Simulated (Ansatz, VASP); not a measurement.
**One calculation of MoS2, two programs**

```xyz
6
Lattice="3.1492 0.0000 0.0000 -1.5746 2.7273 0.0000 0.0000 0.0000 12.0899" Properties=species:S:1:pos:R:3 pbc="T T T"
Mo    0.0000    1.8182    3.0225
Mo    1.5746    0.9091    9.0674
S     0.0000    1.8182    7.5016
S     1.5746    0.9091    1.4567
S     0.0000    1.8182   10.6331
S     1.5746    0.9091    4.5882
```

Alike in both runs: task single point; functional r2SCAN; k mesh 12 × 12 × 4; occupations gaussian, width 0.02 eV; collinear spin.

```csv
,VASP,Ansatz
version,VASP 6.6.1,Ansatz 0.2.0
potentials or method,"VASP PAW PBE potentials, release 64 (Mo_sv, S), cutoff 520 eV","scalar-relativistic, plane waves, PAW"
valence electrons in the cell,52,52
```

Ansatz gave:

```
gap on the k mesh at the Fermi level (eV)                     : 0.89
least direct gap on the mesh (eV)                             : 1.81
pressure (GPa)                                                : 3.0
traceless stress, the component that is largest in VASP (GPa) : -1.09
rms of the force components (eV/Å)                            : 0.093
net moment per atom (μB)                                      : 0.00
```

Which values does VASP return?

gap on the k mesh at the Fermi level (eV): 0.90; least direct gap on the mesh (eV): 1.82; pressure (GPa): 3.1; traceless stress, the component that is largest in VASP (GPa): -1.14; rms of the force components (eV/Å): 0.091; net moment per atom (μB): 0.00.

VASP's potentials were made for PBE, not for r2SCAN. Atom by atom the forces differ by 0.002 eV/Å (rms over components). Ansatz's warnings: seeded moment not kept, stability check not made.
